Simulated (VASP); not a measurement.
# Ta (Fm-3m) in VASP: single point with PBEsol

Aim: the single point of Ta with PBEsol.

All numbers are computed with VASP 6.6.1; they aren't measurements. Logs are shortened: lines on timing, memory, paths and dates and some standing lists are left out, and cuts for length are marked.

## 1. The cell of the first run

Symmetry: Fm-3m, No. 225, cubic system. The conventional cell has a = 4.522 Å, b = 4.522 Å, c = 4.522 Å, α = 90.00°, β = 90.00°, γ = 90.00°. Within 4.2 Å of Ta (site symmetry m-3m) lie 12 Ta at 3.20 Å.

This isn't the form of Ta at room conditions, which is bcc.

## 2. Single point, PBEsol (Os replaced by Ta, lengths x 1.108, strained)

The input, INCAR:

```
  ALGO = Normal
  EDIFF = 1E-6
  ENCUT = 520
  GGA = PS
  ISIF = 2
  ISMEAR = 0
  LASPH = T
  LCHARG = T
  LELF = T
  LREAL = F
  LVHAR = T
  LWAVE = F
  NBANDS = 12
  NELM = 60
  PREC = Accurate
  SIGMA = 0.1
```

The input, KPOINTS:

```
k-points
0
Gamma
  16 16 16
```

The input, POSCAR:

```
Ta
1.0
    0.0000000000      2.2611224708      2.2611224708
    2.2611224708      0.0000000000      2.2611224708
    2.2611224708      2.2611224708      0.0000000000
Ta
1
Direct
    0.0000000000      0.0000000000      0.0000000000
```

Potentials or basis: VASP PAW PBE potentials, release 64 (Ta_pv).

Command:

```
$ cat potpaw_PBE.64/Ta_pv/POTCAR > POTCAR
$ mpirun -np 1 vasp_std > vasp.out
```

OUTCAR:

```text
EDIFF = 1E-6
   ENCUT = 520
   GGA = PS
   ISIF = 2
   ISMEAR = 0
   LASPH = T
   LREAL = F
   NELM = 60
   PREC = Accurate

 ion  position               nearest neighbor table
   1  0.000  0.000  0.000-

  LATTYP: Found a face centered cubic cell.
 ALAT       =     4.5222449416

  Lattice vectors:

 A1 = (   0.0000000000,   2.2611224708,   2.2611224708)
 A2 = (   2.2611224708,   0.0000000000,   2.2611224708)
 A3 = (   2.2611224708,   2.2611224708,   0.0000000000)

Analysis of symmetry for initial positions (statically):
=====================================================================
 Subroutine PRICEL returns:
 Original cell was already a primitive cell.

 Routine SETGRP: Setting up the symmetry group for a
 face centered cubic supercell.

 Subroutine GETGRP returns: Found 48 space group operations
 (whereof 48 operations were pure point group operations)
 out of a pool of 48 trial point group operations.

The static configuration has the point symmetry O_h .

Analysis of symmetry for dynamics (positions and initial velocities):
=====================================================================
 Subroutine PRICEL returns:
 Original cell was already a primitive cell.

 Routine SETGRP: Setting up the symmetry group for a
 face centered cubic supercell.

 Subroutine GETGRP returns: Found 48 space group operations
 (whereof 48 operations were pure point group operations)
 out of a pool of 48 trial point group operations.

The dynamic configuration has the point symmetry O_h .

 Subroutine INISYM returns: Found 48 space group operations
 (whereof 48 operations are pure point group operations),
 and found     1 'primitive' translations

----------------------------------------------------------------------------------------

                                     Primitive cell

  volume of cell :      23.1208

  direct lattice vectors                    reciprocal lattice vectors
     0.000000000  2.261122471  2.261122471    -0.221129110  0.221129110  0.221129110
     2.261122471  0.000000000  2.261122471     0.221129110 -0.221129110  0.221129110
     2.261122471  2.261122471  0.000000000     0.221129110  0.221129110 -0.221129110

  length of vectors
     3.197710064  3.197710064  3.197710064     0.383006854  0.383006854  0.383006854

  position of ions in fractional coordinates (direct lattice)
     0.000000000  0.000000000  0.000000000

  ion indices of the primitive-cell ions
   primitive index   ion index
                 1           1

----------------------------------------------------------------------------------------

 KPOINTS: k-points

Automatic generation of k-mesh.
 Grid dimensions read from file:
 generate k-points for:   16   16   16

 Generating k-lattice:

  Cartesian coordinates                     Fractional coordinates (reciprocal lattice)
    -0.013820569  0.013820569  0.013820569     0.062500000  0.000000000  0.000000000
     0.013820569 -0.013820569  0.013820569     0.000000000  0.062500000  0.000000000
     0.013820569  0.013820569 -0.013820569     0.000000000  0.000000000  0.062500000

  Length of vectors
     0.023937928  0.023937928  0.023937928

  Shift w.r.t. Gamma in fractional coordinates (k-lattice)
     0.000000000  0.000000000  0.000000000

 Subroutine IBZKPT returns following result:
 ===========================================

 Found    145 irreducible k-points:

 Following reciprocal coordinates:
            Coordinates               Weight
  0.000000  0.000000  0.000000      1.000000
  0.062500  0.000000  0.000000      8.000000
  0.125000  0.000000  0.000000      8.000000
  0.187500  0.000000  0.000000      8.000000
  0.250000  0.000000  0.000000      8.000000
  0.312500  0.000000  0.000000      8.000000
[... 16 lines left out ...]
 -0.125000  0.062500  0.000000     24.000000
 -0.062500  0.062500  0.000000     12.000000
 [... further k-points ...]
   k-points           NKPTS =    145   k-points in BZ     NKDIM =    145   number of bands    NBANDS=     12
   number of dos      NEDOS =    301   number of ions     NIONS =      1
   total plane-waves  NPLWV =  13824
   dimension x,y,z NGX =    24 NGY =   24 NGZ =   24
   dimension x,y,z NGXF=    48 NGYF=   48 NGZF=   48
   ions per type =               1
   NGX,Y,Z   is equivalent  to a cutoff of  12.48, 12.48, 12.48 a.u.
   NGXF,Y,Z  is equivalent  to a cutoff of  24.95, 24.95, 24.95 a.u.
 SYSTEM =  unknown system
   PREC   = accura    normal or accurate (medium, high low for compatibility)
   ISTART =      0    job   : 0-new  1-cont  2-samecut
   ICHARG =      2    charge: 1-file 2-atom 10-const
   ISPIN  =      1    spin polarized calculation?
   LNONCOLLINEAR =      F non collinear calculations
   LSORBIT =      F    spin-orbit coupling
   LASPH  =      T    aspherical Exc in radial PAW
   ENCUT  =  520.0 eV  38.22 Ry    6.18 a.u.   5.95  5.95  5.95*2*pi/ulx,y,z
   NELM   =     60;   NELMIN=  2; NELMDL= -5     # of ELM steps
   EDIFF  = 0.1E-05   stopping-criterion for ELM
   LREAL  =      F    real-space projection
   EDIFFG = 0.1E-04   stopping-criterion for IOM
   NSW    =      0    number of steps for IOM
   IBRION =     -1    ionic relax: 0-MD 1-quasi-New 2-CG
   NFREE  =      0    steps in history (QN), initial steepest desc. (CG)
   ISIF   =      2    stress and relaxation
   ISYM   =      2    0-nonsym 1-usesym 2-fastsym
   POTIM  = 0.5000    time-step for ionic-motion
   TEBEG  =    0.0;   TEEND  =   0.0 temperature during run
   PSTRESS=    0.0 pullay stress
   NELECT =      11.0000    total number of electrons
   NUPDOWN=      -1.0000    fix difference up-down
   EMIN   =  10.00;   EMAX   =-10.00  energy-range for DOS
   EFERMI =   0.00;   METHOD = LEGACY
   ISMEAR =     0;   SIGMA  =   0.10  broadening in eV -4-tet -1-fermi 0-gaus
   EFERMI_NEDOS =   21; number of points for ismear=-14 and -15
   IALGO  =     38    algorithm
   IMIX   =      4    mixing-type and parameters
     AMIX     =   0.40;   BMIX     =  1.00
     AMIX_MAG =   1.60;   BMIX_MAG =  1.00
  volume/ion in A,a.u.               =      23.12       156.03
  Fermi-wavevector in a.u.,A,eV,Ry     =   1.278022  2.415111 22.222941  1.633340
  Thomas-Fermi vector in A             =   2.410588
   LORBIT       =      0    0 simple, 1 ext, 2 COOP (PROOUT), +10 PAW based schemes
   GGA     = PS    functional components
   LHFCALC =     F    Hartree Fock is set to
   AEXX    =    0.0000 exact exchange contribution
   IVDW    =     0    specifies the selected vdW correction
   LEPSILON=     F    determine dielectric tensor
   LRPA    =     F    only Hartree local field effects (RPA)
 non-spin polarized calculation
 Gauss-broadening in eV      SIGMA  =   0.10
  energy-cutoff  :      520.00
  volume of cell :       23.12
 maximum number of plane-waves:       636
   NGX = 11   NGY = 11   NGZ = 11

 number of electron      10.9999999 magnetization

 Free energy of the ion-electron system (eV)
  ---------------------------------------------------
  ext. energy  EPLUGINS =         0.00000000
  ---------------------------------------------------
  free energy    TOTEN  =       -11.72161333 eV

  energy without entropy =      -11.71500851  energy(sigma->0) =      -11.71831092

 E-fermi :   3.7868     XC(G=0): -11.5053

 val. band max:        3.7862778372   @ k =  -0.4375   0.1875   0.0625
 cond. band min:       3.7889555834   @ k =  -0.4375   0.3125   0.0000
 fundamental gap:      0.0026777462
 Fermi energy:         3.7867523685

 k-point     1 :       0.0000    0.0000    0.0000
  band No.  band energies     occupation
      1     -30.5414      2.00000
      2     -30.5414      2.00000
      3     -30.5414      2.00000
      4      -3.4424      2.00000
      5       4.2234      0.00000
      6       4.2234      0.00000
      7       4.2234      0.00000
      8       6.4423      0.00000
      9       6.4423      0.00000
     10      15.6830      0.00000
     11      17.1960      0.00000
     12      19.5392      0.00000

 k-point     2 :       0.0625    0.0000    0.0000
  band No.  band energies     occupation
      1     -30.5608      2.00000
      2     -30.5441      2.00000
      3     -30.5441      2.00000
      4      -3.3185      2.00000
      5       4.1235      0.00000
      6       4.2808      0.00000
      7       4.2808      0.00000
      8       6.3941      0.00000
      9       6.3941      0.00000
     10      15.9314      0.00000
     11      17.1953      0.00000
     12      18.8460      0.00000

 k-point     3 :       0.1250    0.0000    0.0000
  band No.  band energies     occupation
      1     -30.6154      2.00000
      2     -30.5515      2.00000
      3     -30.5515      2.00000
      4      -2.9579      2.00000
      5       3.8655      0.26517
      6       4.4239      0.00000
      7       4.4239      0.00000
      8       6.2965      0.00000
      9       6.2965      0.00000
     10      16.5776      0.00000
     11      17.1885      0.00000
     12      17.6412      0.00000
[... 286 lines left out ...]
 k-point    23 :      -0.1250    0.0625    0.0000
  band No.  band energies     occupation
      1     -30.6478      2.00000
      2     -30.5699      2.00000
      3     -30.5514      2.00000
      4      -2.6856      2.00000
      5       3.6786      1.87385
      6       4.5089      0.00000
      7       4.5428      0.00000
      8       5.9984      0.00000
      9       6.5012      0.00000
     10      16.9726      0.00000
     11      17.1755      0.00000
     12      17.3343      0.00000

 k-point    24 :      -0.0625    0.0625    0.0000
  band No.  band energies     occupation
      1     -30.5878      2.00000
      2     -30.5555      2.00000
      3     -30.5451      2.00000
      4      -3.1154      2.00000
      5       3.9596      0.01449
      6       4.3674      0.00000
      7       4.3846      0.00000
      8       6.2023      0.00000
      9       6.4503      0.00000
     10      16.3233      0.00000
     11      17.1936      0.00000
     12      18.2515      0.00000

 [... further k-points ...]

------------------------ aborting loop because EDIFF is reached ----------------------------------------

  FORCE on cell =-STRESS in cart. coord.  units (eV):
  Direction    XX          YY          ZZ          XY          YZ          ZX
  --------------------------------------------------------------------------------------
  -------------------------------------------------------------------------------------
  Total       -4.4381805     -4.4381805     -4.4381805      0.0000000     -0.0000000     -0.0000000
  in kB     -307.5482717   -307.5482717   -307.5482717      0.0000000     -0.0000000     -0.0000000
  external PRESSURE =    -307.5482717 kB  Pullay stress =       0.0000000 kB

 VOLUME and BASIS-vectors are now :
 -----------------------------------------------------------------------------
  energy-cutoff  :      520.00
  volume of cell :       23.12
      direct lattice vectors                 reciprocal lattice vectors
     0.000000000  2.261122471  2.261122471    -0.221129110  0.221129110  0.221129110
     2.261122471  0.000000000  2.261122471     0.221129110 -0.221129110  0.221129110
     2.261122471  2.261122471  0.000000000     0.221129110  0.221129110 -0.221129110

 POSITION                                       TOTAL-FORCE (eV/Angst)
 -----------------------------------------------------------------------------------
      0.00000      0.00000      0.00000         0.000000      0.000000      0.000000
 -----------------------------------------------------------------------------------
    total drift:                               -0.000000     -0.000000     -0.000000

  FREE ENERGIE OF THE ION-ELECTRON SYSTEM (eV)
  ---------------------------------------------------
  free  energy   TOTEN  =       -11.7216133255 eV

  energy  without entropy=      -11.7150085104  energy(sigma->0) =      -11.71831092
```

Run time: 24 s. Hardware: 1 thread of AMD EPYC 7R13 (Zen 3), shared host; peak memory 0.13 GiB.

Results:

```yaml
Free_energy: -11.7216 eV
Pressure: -30.8 GPa
Band_gap_on_the_k_mesh: zero (an odd number of electrons rules out a gap without spin polarisation)
```

Caveat: the cell differs from its parent crystal (Os replaced by Ta, lengths x 1.108, strained); the cell stands under tension; the PAW data sets were made with another functional, which shifts forces and pressure a little; spin-orbit coupling is left out, which moves the levels of the heavy elements.
